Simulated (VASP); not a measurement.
W, 1 atom in the cell. It takes space group Fm-3m (No. 225, cubic). The conventional cell has a = 4.173 Å, b = 4.173 Å, c = 4.173 Å, α = 90.00°, β = 90.00°, γ = 90.00°. W (site symmetry m-3m) has 12 W at 2.95 Å within 3.9 Å. This isn't the form of W at room conditions, which is bcc.

| Quantity | Value |
| --- | --- |
| Program | VASP 6.6.1 |
| Task | single point |
| Functional | r2SCAN |
| Potentials or basis | VASP PAW PBE potentials, release 64 (W_sv) |
| Cutoff | 520 eV |
| k mesh | 15 × 15 × 15 |
| Occupations | fermi-dirac, width 0.1 eV |
| Spin | no spin polarisation |
| Dipole correction | no |
| Further INCAR settings | ALGO = Normal; EDIFF = 1e-06; NBANDS = 13 |

Potentials or basis: VASP PAW PBE potentials, release 64 (W_sv).

The run is started by

```console
$ cat potpaw_PBE.64/W_sv/POTCAR > POTCAR
$ cp INCAR.step1 INCAR
$ mpirun -np 1 vasp_std > vasp.out
$ cp INCAR.step2 INCAR
$ mpirun -np 1 vasp_std > vasp.out
```

Hardware: 1 thread of Intel(R) Xeon(R) 6975P-C (Granite Rapids), on a shared host.

How long does it take, and how much memory?

Run time: 30 s on 1 thread of Intel(R) Xeon(R) 6975P-C (Granite Rapids) (shared host), peak memory 0.16 GiB. Counts: k points 120.
